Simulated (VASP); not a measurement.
# BeTe (Cmmm) in VASP: a series of runs, part 2 of 2

VASP 6.6.1. Earlier steps stand in the parts before.

**3. Single point, PBEsol-based screened hybrid with 25 % exact exchange**

This run uses another cell than the first one, of 24.65 Å³/atom.

Input file POSCAR:

```
BeTe
1.0
    1.7719328256     -3.9682399189      0.0000000000
    1.7719328256      3.9682399189      0.0000000000
    0.0000000000      0.0000000000      3.5063243845
Be Te
1 1
Direct
    0.5000000000      0.5000000000      0.5000000000
    0.0000000000      0.0000000000      0.0000000000
```

Input file INCAR.step1:

```
ALGO     = Normal         # electronic algorithm
EDIFF    = 1E-5           # SCF threshold, eV
ENCUT    = 520            # plane-wave cutoff, eV
GGA      = PE             # functional
ISIF     = 2              # what is computed and relaxed
ISMEAR   = -1             # smearing method
LASPH    = True           # aspherical terms in the spheres
LCHARG   = False          # write CHGCAR
LREAL    = False          # projectors in reciprocal space
LWAVE    = True           # write WAVECAR
NBANDS   = 11             # bands
NELM     = 80             # most SCF steps
PREC     = Accurate       # precision mode
SIGMA    = 0.05           # smearing width, eV
```

Input file INCAR.step2:

```
AEXX     = 0.25           # exact-exchange fraction
ALGO     = Normal         # electronic algorithm
EDIFF    = 1E-6           # SCF threshold, eV
ENCUT    = 520            # plane-wave cutoff, eV
GGA      = PS             # functional
HFSCREEN = 0.207          # screening, 1/A
ISIF     = 2              # what is computed and relaxed
ISMEAR   = -1             # smearing method
ISTART   = 1            
LASPH    = True           # aspherical terms in the spheres
LCHARG   = False          # write CHGCAR
LHFCALC  = True           # exact exchange
LREAL    = False          # projectors in reciprocal space
LWAVE    = False          # write WAVECAR
NBANDS   = 11             # bands
NELM     = 80             # most SCF steps
PREC     = Accurate       # precision mode
PRECFOCK = Normal       
SIGMA    = 0.05           # smearing width, eV
```

Input file KPOINTS:

```
k-points
0
Gamma
  4 4 4
```

Potentials or basis: VASP PAW PBE potentials, release 64 (Be, Te).

Run with:

```console
cat potpaw_PBE.64/Be/POTCAR potpaw_PBE.64/Te/POTCAR > POTCAR
cp INCAR.step1 INCAR
mpirun -np 1 vasp_std > vasp.out
cp INCAR.step2 INCAR
mpirun -np 1 vasp_std > vasp.out
```

OUTCAR:

```text
AEXX = 0.25
   EDIFF = 1E-6
   ENCUT = 520
   GGA = PS
   HFSCREEN = 0.207
   ISIF = 2
   ISMEAR = -1
   ISTART = 1
   LASPH = True
   LHFCALC = True
   LREAL = False
   NELM = 80
   PREC = Accurate
   PRECFOCK = Normal

 ion  position               nearest neighbor table
   1  0.500  0.500  0.500-   2 2.49   2 2.49   2 2.49   2 2.49
   2  0.000  0.000  0.000-   1 2.49   1 2.49   1 2.49   1 2.49

  LATTYP: Found a base centered orthorhombic cell.
 ALAT       =     3.5438656512
 B/A-ratio  =     2.2394979435
 C/A-ratio  =     0.9894066902

  Lattice vectors:

 A1 = (   1.7719328256,  -3.9682399189,   0.0000000000)
 A2 = (   1.7719328256,   3.9682399189,   0.0000000000)
 A3 = (   0.0000000000,   0.0000000000,   3.5063243845)

Analysis of symmetry for initial positions (statically):
=====================================================================
 Subroutine PRICEL returns:
 Original cell was already a primitive cell.

 Routine SETGRP: Setting up the symmetry group for a
 base centered orthorhombic supercell.

 Subroutine GETGRP returns: Found  8 space group operations
[... 176 lines left out ...]
  band No.  band energies     occupation
      1      -9.8090      2.00000
      2       2.0867      2.00000
      3       2.4488      2.00000
      4       2.4960      2.00000
      5       6.7817      0.00000
      6       8.7085      0.00000
      7       9.7563      0.00000
      8      10.8169      0.00000
      9      13.9825      0.00000
     10      14.8497      0.00000
     11      14.9149      0.00000
[... 267 lines left out ...]
 k-point    21 :       0.5000    0.5000    0.5000
  band No.  band energies     occupation
      1      -8.0038      2.00000
      2      -2.6886      2.00000
      3       1.2574      2.00000
      4       4.5824      1.99461
      5       4.9279      0.53892
      6       7.6454      0.00000
      7       8.8493      0.00000
      8      11.3863      0.00000
      9      17.2966      0.00000
     10      17.6828      0.00000
     11      19.7098      0.00000

------------------------ aborting loop because EDIFF is reached ----------------------------------------

  FORCE on cell =-STRESS in cart. coord.  units (eV):
  Direction    XX          YY          ZZ          XY          YZ          ZX
  --------------------------------------------------------------------------------------
  -------------------------------------------------------------------------------------
  Total       -0.0531152     -0.0201925     -0.0396977      0.0000000      0.0000000      0.0000000
  in kB       -1.7258474     -0.6561038     -1.2898771      0.0000000      0.0000000      0.0000000
  external PRESSURE =      -1.2239428 kB  Pullay stress =       0.0000000 kB

 VOLUME and BASIS-vectors are now :
 -----------------------------------------------------------------------------
  energy-cutoff  :      520.00
  volume of cell :       49.31
      direct lattice vectors                 reciprocal lattice vectors
     1.771932826 -3.968239919  0.000000000     0.282177740 -0.126000446  0.000000000
     1.771932826  3.968239919  0.000000000     0.282177740  0.126000446  0.000000000
     0.000000000  0.000000000  3.506324385     0.000000000  0.000000000  0.285198941

 POSITION                                       TOTAL-FORCE (eV/Angst)
 -----------------------------------------------------------------------------------
      1.77193      0.00000      1.75316         0.000000      0.000000      0.000000
      0.00000      0.00000      0.00000         0.000000     -0.000000      0.000000
 -----------------------------------------------------------------------------------
    total drift:                                0.000000     -0.000000     -0.000001

  FREE ENERGIE OF THE ION-ELECTRON SYSTEM (eV)
  ---------------------------------------------------
  free  energy   TOTEN  =        -7.3809649748 eV

  energy  without entropy=       -7.3747586453  energy(sigma->0) =       -7.37786181
```

It took 9.1 min on 1 thread of Intel Xeon Platinum 8488C (Sapphire Rapids), shared host; peak memory 0.28 GiB.

What came out:

* Free energy: -7.3810 eV
* Pressure: -0.1 GPa
* Band gap on the k mesh: zero (bands 4 and 5 overlap by 1.71 eV)

Caveat: the k points lie up to 0.49 Å⁻¹ apart, too coarse for converged energies and pressures of a metal; the PAW data sets were made with another functional, which shifts forces and pressure a little; spin-orbit coupling is left out, which moves the levels of the heavy elements.
